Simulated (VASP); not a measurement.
A run of VASP 6.6.1 is set up as follows.

Contents of INCAR:

```
PREC = Accurate
ENCUT = 500
EDIFF = 1E-6
ISMEAR = -1
SIGMA = 0.1
LREAL = F
LASPH = T
NELM = 200
ALGO = Normal
ISIF = 2
LWAVE = F
LCHARG = F
ISPIN = 2
MAGMOM = 0
LORBIT = 11
LMAXMIX = 4
GGA = PE
NBANDS = 15
GGA_COMPAT = F
```

KPOINTS

```
regular mesh
0
Gamma
  8 8 8
```

Contents of POSCAR:

```
Pd
1.0
   -1.4900000000      1.4900000000      1.4900000000
    1.4900000000     -1.4900000000      1.4900000000
    1.4900000000      1.4900000000     -1.4900000000
Pd
1
Direct
    0.0000000000      0.0000000000      0.0000000000
```

Potentials or basis: VASP PAW PBE potentials, release 64 (Pd).

Launch:

```bash
$ cat potpaw_PBE.64/Pd/POTCAR > POTCAR
$ mpirun -np 1 vasp_std > vasp.out
```

(1) What does it give for the pressure?

(2) Predict the band gap on the k mesh.

Answers

(1) 39.0 GPa.

(2) zero (filled and empty bands overlap).

Caveat: the k points lie up to 0.37 Å⁻¹ apart.
